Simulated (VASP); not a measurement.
Write the native input for VASP 6.6.1 that does the following.

- Task: single point
- Functional: PBE
- Potentials or basis: VASP PAW PBE potentials, release 64 (Pb_d)
- Cutoff: 520 eV
- k mesh: 6 × 6 × 2
- Occupations: gaussian, width 0.1 eV
- Spin: no spin polarisation
- Dipole correction: no
- Further INCAR settings: ALGO = Normal; EDIFF = 1e-06; NBANDS = 36

The structure of Pb lies in POSCAR:

```
Pb
1.0
    3.2172118707     -1.7295845803      0.6106276983
    3.2172118707      1.7295845803      0.6106276983
   -0.2152925660      0.0000000000     11.4970031133
Pb
4
Direct
    1.1247027766      0.6249066872      0.1249891686
    0.3750933128     -0.1247027766      0.3750108314
   -0.1247027766      0.3750933128      0.8750108314
    0.6249066872      1.1247027766      0.6249891686
```

One way to write it, as run:

INCAR

```
SYSTEM = Pb
ALGO = Normal
EDIFF = 1E-6
ENCUT = 520
GGA = PE
ISIF = 2
ISMEAR = 0
LASPH = .TRUE.
LCHARG = .FALSE.
LREAL = .FALSE.
LWAVE = .FALSE.
NBANDS = 36
NELM = 100
PREC = Accurate
SIGMA = 0.1
```

KPOINTS

```
k-points
0
G
  6 6 2
  0 0 0
```

Potentials or basis: VASP PAW PBE potentials, release 64 (Pb_d).

Command:

```bash
$ cat potpaw_PBE.64/Pb_d/POTCAR > POTCAR
$ mpirun -np 1 vasp_std > vasp.out
```

It gave:

```yaml
Pressure: -0.1 GPa
Band_gap_on_the_k_mesh: zero (band 28 reaches 10.94 eV, above the bottom of band 29 at 5.04 eV)
```

Caveat: spin-orbit coupling is left out, which moves the levels of the heavy elements.

It took 110 s on 1 thread of Intel(R) Xeon(R) 6975P-C (Granite Rapids) (shared host), peak memory 0.28 GiB.
